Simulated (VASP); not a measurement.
# Sr (Pm-3m) in VASP: a series of runs

The runs below take Sr through single point, with LDA.

Everything below comes from runs of VASP 6.6.1. Logs are shortened: lines on timing, memory, paths and dates and some standing lists are left out, and cuts for length are marked.

**1. The cell of the first run**

Symmetry: Pm-3m, No. 221, cubic system. The conventional cell has a = 3.074 Å, b = 3.074 Å, c = 3.074 Å, α = 90.00°, β = 90.00°, γ = 90.00°. Within 4.0 Å of Sr (site symmetry m-3m) lie 6 Sr at 3.07 Å.

This isn't the form of Sr at room conditions, which is fcc.

**2. Single point, LDA (29.05 Å³/atom)**

File INCAR:

```
  PREC = Accurate
  ENCUT = 520
  EDIFF = 1E-6
  ISMEAR = -1
  SIGMA = 0.05
  LREAL = False
  LASPH = True
  NELM = 80
  ALGO = Normal
  ISIF = 2
  LWAVE = False
  LCHARG = True
  GGA = CA
  LELF = True
  LVHAR = True
  NBANDS = 11
```

File KPOINTS:

```
Automatic mesh
0
Gamma
  10 10 10
```

File POSCAR:

```
Sr
1.0
    3.0739943868      0.0000000000      0.0000000000
    0.0000000000      3.0739943868      0.0000000000
    0.0000000000      0.0000000000      3.0739943868
Sr
1
Direct
    0.0000000000      0.0000000000      0.0000000000
```

Potentials or basis: VASP PAW LDA potentials, release 64 (Sr_sv).

On the command line:

```bash
> cat potpaw_LDA.64/Sr_sv/POTCAR > POTCAR
> mpirun -np 1 vasp_std > vasp.out
```

OUTCAR:

```text
PREC = Accurate
   ENCUT = 520
   EDIFF = 1E-6
   ISMEAR = -1
   LREAL = False
   LASPH = True
   NELM = 80
   ISIF = 2
   GGA = CA

 ion  position               nearest neighbor table
   1  0.000  0.000  0.000-

  LATTYP: Found a simple cubic cell.
 ALAT       =     3.0739943868

  Lattice vectors:

 A1 = (   3.0739943868,   0.0000000000,   0.0000000000)
 A2 = (   0.0000000000,   3.0739943868,   0.0000000000)
 A3 = (   0.0000000000,   0.0000000000,   3.0739943868)

Analysis of symmetry for initial positions (statically):
=====================================================================
 Subroutine PRICEL returns:
 Original cell was already a primitive cell.

 Routine SETGRP: Setting up the symmetry group for a
 simple cubic supercell.

 Subroutine GETGRP returns: Found 48 space group operations
 (whereof 48 operations were pure point group operations)
 out of a pool of 48 trial point group operations.

The static configuration has the point symmetry O_h .

Analysis of symmetry for dynamics (positions and initial velocities):
=====================================================================
 Subroutine PRICEL returns:
 Original cell was already a primitive cell.

 Routine SETGRP: Setting up the symmetry group for a
 simple cubic supercell.

 Subroutine GETGRP returns: Found 48 space group operations
 (whereof 48 operations were pure point group operations)
 out of a pool of 48 trial point group operations.

The dynamic configuration has the point symmetry O_h .

 Subroutine INISYM returns: Found 48 space group operations
 (whereof 48 operations are pure point group operations),
 and found     1 'primitive' translations

----------------------------------------------------------------------------------------

                                     Primitive cell

  volume of cell :      29.0475

  direct lattice vectors                    reciprocal lattice vectors
     3.073994387  0.000000000  0.000000000     0.325309638  0.000000000  0.000000000
     0.000000000  3.073994387  0.000000000     0.000000000  0.325309638  0.000000000
     0.000000000  0.000000000  3.073994387     0.000000000  0.000000000  0.325309638

  length of vectors
     3.073994387  3.073994387  3.073994387     0.325309638  0.325309638  0.325309638

  position of ions in fractional coordinates (direct lattice)
     0.000000000  0.000000000  0.000000000

  ion indices of the primitive-cell ions
   primitive index   ion index
                 1           1

----------------------------------------------------------------------------------------

 KPOINTS: Automatic mesh

Automatic generation of k-mesh.
 Grid dimensions read from file:
 generate k-points for:   10   10   10

 Generating k-lattice:

  Cartesian coordinates                     Fractional coordinates (reciprocal lattice)
     0.032530964  0.000000000  0.000000000     0.100000000  0.000000000  0.000000000
     0.000000000  0.032530964  0.000000000     0.000000000  0.100000000  0.000000000
     0.000000000  0.000000000  0.032530964     0.000000000  0.000000000  0.100000000

  Length of vectors
     0.032530964  0.032530964  0.032530964

  Shift w.r.t. Gamma in fractional coordinates (k-lattice)
     0.000000000  0.000000000  0.000000000

 Subroutine IBZKPT returns following result:
 ===========================================

 Found     56 irreducible k-points:

 Following reciprocal coordinates:
            Coordinates               Weight
  0.000000  0.000000  0.000000      1.000000
  0.100000  0.000000  0.000000      6.000000
  0.200000  0.000000  0.000000      6.000000
  0.300000  0.000000  0.000000      6.000000
  0.400000  0.000000  0.000000      6.000000
  0.500000  0.000000  0.000000      3.000000
[... 16 lines left out ...]
  0.200000  0.100000  0.100000     24.000000
  0.300000  0.100000  0.100000     24.000000
 [... further k-points ...]
   k-points           NKPTS =     56   k-points in BZ     NKDIM =     56   number of bands    NBANDS=     11
   number of dos      NEDOS =    301   number of ions     NIONS =      1
   total plane-waves  NPLWV =  13824
   dimension x,y,z NGX =    24 NGY =   24 NGZ =   24
   dimension x,y,z NGXF=    48 NGYF=   48 NGZF=   48
   ions per type =               1
   NGX,Y,Z   is equivalent  to a cutoff of  12.98, 12.98, 12.98 a.u.
   NGXF,Y,Z  is equivalent  to a cutoff of  25.96, 25.96, 25.96 a.u.
 SYSTEM =  unknown system
   PREC   = accura    normal or accurate (medium, high low for compatibility)
   ISTART =      0    job   : 0-new  1-cont  2-samecut
   ICHARG =      2    charge: 1-file 2-atom 10-const
   ISPIN  =      1    spin polarized calculation?
   LNONCOLLINEAR =      F non collinear calculations
   LSORBIT =      F    spin-orbit coupling
   LASPH  =      T    aspherical Exc in radial PAW
   ENCUT  =  520.0 eV  38.22 Ry    6.18 a.u.   5.72  5.72  5.72*2*pi/ulx,y,z
   NELM   =     80;   NELMIN=  2; NELMDL= -5     # of ELM steps
   EDIFF  = 0.1E-05   stopping-criterion for ELM
   LREAL  =      F    real-space projection
[... 7 lines left out ...]
   TEBEG  =    0.0;   TEEND  =   0.0 temperature during run
   PSTRESS=    0.0 pullay stress
   NELECT =      10.0000    total number of electrons
   NUPDOWN=      -1.0000    fix difference up-down
   EMIN   =  10.00;   EMAX   =-10.00  energy-range for DOS
   EFERMI =   0.00;   METHOD = LEGACY
   ISMEAR =    -1;   SIGMA  =   0.05  broadening in eV -4-tet -1-fermi 0-gaus
   EFERMI_NEDOS =   21; number of points for ismear=-14 and -15
   IALGO  =     38    algorithm
   IMIX   =      4    mixing-type and parameters
     AMIX     =   0.40;   BMIX     =  1.00
     AMIX_MAG =   1.60;   BMIX_MAG =  1.00
  volume/ion in A,a.u.               =      29.05       196.02
  Fermi-wavevector in a.u.,A,eV,Ry     =   1.147374  2.168223 17.911630  1.316468
  Thomas-Fermi vector in A             =   2.284054
   LORBIT       =      0    0 simple, 1 ext, 2 COOP (PROOUT), +10 PAW based schemes
   GGA     = CA    functional components
   LHFCALC =     F    Hartree Fock is set to
   AEXX    =    0.0000 exact exchange contribution
   IVDW    =     0    specifies the selected vdW correction
   LEPSILON=     F    determine dielectric tensor
   LRPA    =     F    only Hartree local field effects (RPA)
 non-spin polarized calculation
  energy-cutoff  :      520.00
  volume of cell :       29.05
 maximum number of plane-waves:       804
 NGX is ok and might be reduce to    24
   NGX = 11   NGY = 11   NGZ = 11

 number of electron      10.0000000 magnetization

 Free energy of the ion-electron system (eV)
  ---------------------------------------------------
  ext. energy  EPLUGINS =         0.00000000
  ---------------------------------------------------
  free energy    TOTEN  =        -1.02628098 eV

  energy without entropy =       -1.02193883  energy(sigma->0) =       -1.02410990

 E-fermi :   3.9191     XC(G=0):  -9.8486

 val. band max:        3.9156069429   @ k =   0.5000   0.4000   0.4000
 cond. band min:       3.9767315950   @ k =   0.5000   0.1000   0.1000
 fundamental gap:      0.0611246521
 Fermi energy:         3.9191115021

 k-point     1 :       0.0000    0.0000    0.0000
  band No.  band energies     occupation
      1     -32.1501      2.00000
      2     -13.3302      2.00000
      3     -13.3302      2.00000
      4     -13.3302      2.00000
      5       0.1544      2.00000
      6       4.0076      0.29123
      7       4.0076      0.29123
      8      12.3500      0.00000
      9      12.3500      0.00000
     10      12.3500      0.00000
     11      16.3721      0.00000

 k-point     2 :       0.1000    0.0000    0.0000
  band No.  band energies     occupation
      1     -32.1279      2.00000
      2     -13.5393      2.00000
      3     -13.3127      2.00000
      4     -13.3127      2.00000
      5       0.4179      2.00000
      6       4.0918      0.06134
      7       4.3104      0.00080
      8      11.6517      0.00000
      9      11.6517      0.00000
     10      12.3918      0.00000
     11      15.3642      0.00000

 k-point     3 :       0.2000    0.0000    0.0000
  band No.  band energies     occupation
      1     -32.0689      2.00000
      2     -14.0514      2.00000
      3     -13.2664      2.00000
      4     -13.2664      2.00000
      5       1.0827      2.00000
      6       4.3254      0.00059
      7       5.0865      0.00000
      8      10.4062      0.00000
      9      10.4062      0.00000
     10      12.5040      0.00000
     11      13.8889      0.00000

 k-point     4 :       0.3000    0.0000    0.0000
  band No.  band energies     occupation
      1     -31.9944      2.00000
      2     -14.6283      2.00000
      3     -13.2083      2.00000
      4     -13.2083      2.00000
      5       1.9403      2.00000
      6       4.6462      0.00000
      7       5.7682      0.00000
      8       9.3157      0.00000
      9       9.3157      0.00000
     10      12.6484      0.00000
     11      13.3514      0.00000
[... 239 lines left out ...]
 k-point    22 :       0.1000    0.1000    0.1000
  band No.  band energies     occupation
      1     -32.0836      2.00000
      2     -13.5339      2.00000
      3     -13.4843      2.00000
      4     -13.4843      2.00000
      5       0.9379      2.00000
      6       4.5838      0.00000
      7       4.5838      0.00000
      8      10.6440      0.00000
      9      11.1699      0.00000
     10      11.1699      0.00000
     11      16.6424      0.00000

 k-point    23 :       0.2000    0.1000    0.1000
  band No.  band energies     occupation
      1     -32.0252      2.00000
      2     -14.0077      2.00000
      3     -13.4632      2.00000
      4     -13.4350      2.00000
      5       1.5791      2.00000
      6       4.8101      0.00000
      7       5.3396      0.00000
      8       9.6259      0.00000
      9       9.8229      0.00000
     10      11.2461      0.00000
     11      15.2476      0.00000

 k-point    24 :       0.3000    0.1000    0.1000
  band No.  band energies     occupation
      1     -31.9514      2.00000
      2     -14.5759      2.00000
      3     -13.3997      2.00000
      4     -13.3730      2.00000
      5       2.3933      2.00000
      6       5.1313      0.00000
      7       5.7921      0.00000
      8       8.6319      0.00000
      9       9.1839      0.00000
     10      11.4506      0.00000
     11      14.3234      0.00000

 [... further k-points ...]

------------------------ aborting loop because EDIFF is reached ----------------------------------------

  FORCE on cell =-STRESS in cart. coord.  units (eV):
  Direction    XX          YY          ZZ          XY          YZ          ZX
  --------------------------------------------------------------------------------------
  -------------------------------------------------------------------------------------
  Total        2.2565150      2.2565150      2.2565150      0.0000000     -0.0000000     -0.0000000
  in kB      124.4628080    124.4628080    124.4628080      0.0000000     -0.0000000     -0.0000000
  external PRESSURE =     124.4628080 kB  Pullay stress =       0.0000000 kB

 VOLUME and BASIS-vectors are now :
 -----------------------------------------------------------------------------
  energy-cutoff  :      520.00
  volume of cell :       29.05
      direct lattice vectors                 reciprocal lattice vectors
     3.073994387  0.000000000  0.000000000     0.325309638  0.000000000  0.000000000
     0.000000000  3.073994387  0.000000000     0.000000000  0.325309638  0.000000000
     0.000000000  0.000000000  3.073994387     0.000000000  0.000000000  0.325309638

 POSITION                                       TOTAL-FORCE (eV/Angst)
 -----------------------------------------------------------------------------------
      0.00000      0.00000      0.00000         0.000000      0.000000      0.000000
 -----------------------------------------------------------------------------------
    total drift:                                0.000000     -0.000000      0.000000

  FREE ENERGIE OF THE ION-ELECTRON SYSTEM (eV)
  ---------------------------------------------------
  free  energy   TOTEN  =        -1.0262809769 eV

  energy  without entropy=       -1.0219388319  energy(sigma->0) =       -1.02410990
```

Run time: 16 s. Hardware: 1 thread of AMD EPYC 7R13, shared host; peak memory 0.11 GiB.

What came out:

```
Free energy            : -1.0263 eV
Pressure               : 12.4 GPa
Band gap on the k mesh : zero (bands 5 and 6 overlap by 0.34 eV)
```

Caveat: the cell stands under pressure.

**3. Single point, LDA (33.89 Å³/atom)**

This run uses another cell than the first one, of 33.89 Å³/atom.

File INCAR:

```
SYSTEM = Sr
PREC = Accurate
ENCUT = 520
EDIFF = 1E-6
ISMEAR = -1
SIGMA = 0.05
LREAL = .FALSE.
LASPH = .TRUE.
NELM = 80
ALGO = Normal
ISIF = 2
LWAVE = .FALSE.
LCHARG = .TRUE.
LELF = .TRUE.
LVHAR = .TRUE.
NBANDS = 11
```

File KPOINTS:

```
Automatic mesh
0
G
  10 10 10
  0 0 0
```

File POSCAR:

```
Sr
1.0
    3.2360756580      0.0000000000      0.0000000000
    0.0000000000      3.2360756580      0.0000000000
    0.0000000000      0.0000000000      3.2360756580
Sr
1
Direct
    0.0000000000      0.0000000000      0.0000000000
```

Potentials or basis: VASP PAW LDA potentials, release 64 (Sr_sv).

On the command line:

```bash
> cat potpaw_LDA.64/Sr_sv/POTCAR > POTCAR
> mpirun -np 1 vasp_std > vasp.out
```

It took 18 s on 1 thread of AMD EPYC 7R13, shared host; peak memory 0.11 GiB.

Results (log left out):

```
Free energy            : -1.3044 eV
Pressure               : 6.4 GPa
Band gap on the k mesh : zero (filled and empty bands touch)
```

Levels at points of the mesh, in eV from the Fermi level:
```csv
k point,band 1,band 2,band 3,band 4,band 5,band 6,band 7,band 8,band 9,band 10
"(0.00, 0.00, 0.00)",-36.07,-17.57,-17.57,-17.57,-3.80,0.29,0.29,7.45,7.45,7.45
"(0.50, 0.00, 0.00)",-35.93,-18.86,-17.45,-17.45,-0.86,0.89,1.20,4.09,4.09,7.83
"(0.50, 0.50, 0.00)",-35.79,-18.65,-18.65,-17.33,-1.55,1.33,4.75,4.75,4.87,4.87
"(0.50, 0.50, 0.50)",-35.66,-18.46,-18.46,-18.46,-0.01,-0.01,-0.01,5.40,9.76,9.78
```

Caveat: the cell stands under pressure.

**4. Single point, LDA (33.89 Å³/atom)**

This run uses another cell than the first one, of 33.89 Å³/atom.

File INCAR:

```
  PREC = Accurate
  ENCUT = 520
  EDIFF = 1E-7
  ISMEAR = -1
  SIGMA = 0.05
  LREAL = F
  LASPH = T
  NELM = 60
  ALGO = Normal
  ISIF = 2
  LWAVE = F
  LCHARG = F
  GGA = CA
  NBANDS = 11
```

File KPOINTS:

```
Automatic mesh
0
Gamma
  10 10 10
```

POSCAR is that of step 3.

On the command line:

```bash
> cat potpaw_LDA.64/Sr_sv/POTCAR > POTCAR
> mpirun -np 1 vasp_std > vasp.out
```

Run time: 15 s. Hardware: 1 thread of AMD EPYC 7R13, shared host; peak memory 0.11 GiB.

Results (log left out):

```yaml
Free_energy: -1.3044 eV
Pressure: 6.4 GPa
Band_gap_on_the_k_mesh: zero (filled and empty bands touch)
```

Levels at points of the mesh, in eV from the Fermi level:
```tsv
k point	band 1	band 2	band 3	band 4	band 5	band 6	band 7	band 8	band 9	band 10
(0.00, 0.00, 0.00)	-36.07	-17.57	-17.57	-17.57	-3.80	0.29	0.29	7.45	7.45	7.45
(0.50, 0.00, 0.00)	-35.93	-18.86	-17.45	-17.45	-0.86	0.89	1.20	4.09	4.09	7.83
(0.50, 0.50, 0.00)	-35.79	-18.65	-18.65	-17.33	-1.55	1.33	4.75	4.75	4.87	4.87
(0.50, 0.50, 0.50)	-35.66	-18.46	-18.46	-18.46	-0.01	-0.01	-0.01	5.40	9.76	9.78
```

Caveat: the cell stands under pressure.

**5. Single point, LDA (43.57 Å³/atom)**

This run uses another cell than the first one, of 43.57 Å³/atom.

File INCAR:

```
PREC     = Accurate       # precision mode
ENCUT    = 520            # plane-wave cutoff, eV
EDIFF    = 1E-6           # SCF threshold, eV
ISMEAR   = -1             # smearing method
SIGMA    = 0.05           # smearing width, eV
LREAL    = False          # projectors in reciprocal space
LASPH    = True           # aspherical terms in the spheres
NELM     = 60             # most SCF steps
ALGO     = Normal         # electronic algorithm
ISIF     = 2              # what is computed and relaxed
LWAVE    = False          # write WAVECAR
LCHARG   = True           # write CHGCAR
GGA      = CA             # functional
LELF     = True           # ELF
LVHAR    = True         
NBANDS   = 11             # bands
```

File KPOINTS:

```
regular mesh
0
Gamma
  10 10 10
```

File POSCAR:

```
Sr
1.0
    3.5188451561      0.0000000000      0.0000000000
    0.0000000000      3.5188451561      0.0000000000
    0.0000000000      0.0000000000      3.5188451561
Sr
1
Direct
    0.0000000000      0.0000000000      0.0000000000
```

On the command line:

```bash
> cat potpaw_LDA.64/Sr_sv/POTCAR > POTCAR
> mpirun -np 1 vasp_std > vasp.out
```

Wall time 24 s (1 thread of AMD EPYC 7R13, shared host); peak memory 0.13 GiB.

It converged, with:

```yaml
Free_energy: -1.5066 eV
Pressure: 1.2 GPa
Band_gap_on_the_k_mesh: zero (bands 5 and 6 overlap by 0.45 eV)
```

Levels at points of the mesh, in eV from the Fermi level:
```tsv
k point	band 1	band 2	band 3	band 4	band 5	band 6	band 7	band 8	band 9	band 10
(0.00, 0.00, 0.00)	-36.22	-18.02	-18.02	-18.02	-3.64	0.55	0.55	6.11	6.11	6.11
(0.50, 0.00, 0.00)	-36.16	-18.68	-17.96	-17.96	-1.10	0.31	1.26	3.59	3.59	6.39
(0.50, 0.50, 0.00)	-36.11	-18.58	-18.58	-17.91	-0.89	0.99	3.41	3.41	4.18	4.18
(0.50, 0.50, 0.50)	-36.05	-18.49	-18.49	-18.49	0.35	0.35	0.35	5.08	7.16	7.16
```

**6. The runs side by side**

```csv
cell,gap on the mesh (eV),pressure (GPa)
"a = 3.074 Å, 1 atom",none,12.4
"a = 3.236 Å, 1 atom",none,6.4
"a = 3.519 Å, 1 atom",none,1.2
```

Alike in all rows: task single point; level LDA; potentials or basis VASP PAW LDA potentials, release 64 (Sr_sv); no spin polarisation; k mesh 10 × 10 × 10; cutoff (eV) 520; smearing fermi-dirac 0.05 eV.

Caveats: the cell stands under pressure (at least some runs).

Total energies depend on the potentials used, so only differences within one code and one set of settings carry meaning.
